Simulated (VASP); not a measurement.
**Zn: single point with PBE+D3(BJ)**

Crystal: Zn.

```
CELL_PARAMETERS angstrom
-1.55851 1.55851 1.55851
1.55851 -1.55851 1.55851
1.55851 1.55851 -1.55851
ATOMIC_POSITIONS crystal
Zn 0.00000 0.00000 0.00000
```

This cell differs from its parent crystal: volume scaled by 0.98.

* Program: VASP 6.6.1
* Task: single point
* Functional: PBE
* Dispersion: D3(BJ)
* Potentials or basis: VASP PAW PBE potentials, release 64 (Zn)
* Cutoff: 520 eV
* k mesh: 12 × 12 × 12
* Occupations: methfessel-paxton, width 0.025 eV
* Spin: collinear spin, ferromagnetic start
* Starting moments: [0.5] μB
* Dipole correction: no
* Further INCAR settings: ALGO = Normal; EDIFF = 1e-07; NBANDS = 16

- Pressure: -2.9 GPa
- Band gap on the k mesh: zero (filled and empty bands overlap)
- Net moment: 0.00 μB per cell
- Valence electrons inside the program's atomic spheres: Zn 10.75
- Dispersion energy per atom: -0.403 eV

Levels at points of the mesh, in eV from the Fermi level:
Spin up:
```csv
k point,band 4,band 5,band 6,band 7,band 8,band 9
"(0.00, 0.00, 0.00)",-7.78,-7.26,-7.26,19.33,19.33,19.33
"(0.50, 0.00, 0.00)",-7.23,-6.92,-2.69,-0.93,11.47,12.83
"(0.50, 0.50, 0.50)",-7.00,-7.00,4.25,4.25,4.25,7.72
```
Spin down:
```csv
k point,band 4,band 5,band 6,band 7,band 8,band 9
"(0.00, 0.00, 0.00)",-7.78,-7.26,-7.26,19.33,19.33,19.33
"(0.50, 0.00, 0.00)",-7.23,-6.92,-2.69,-0.93,11.47,12.83
"(0.50, 0.50, 0.50)",-7.00,-7.00,4.25,4.25,4.25,7.72
```

Run time: 12 s on 1 thread of Intel(R) Xeon(R) 6975P-C (Granite Rapids), on a shared host, peak memory 0.15 GiB.

Caveat: three body term missing; pairwise dispersion overbinds metals, which lowers pressure and volume.
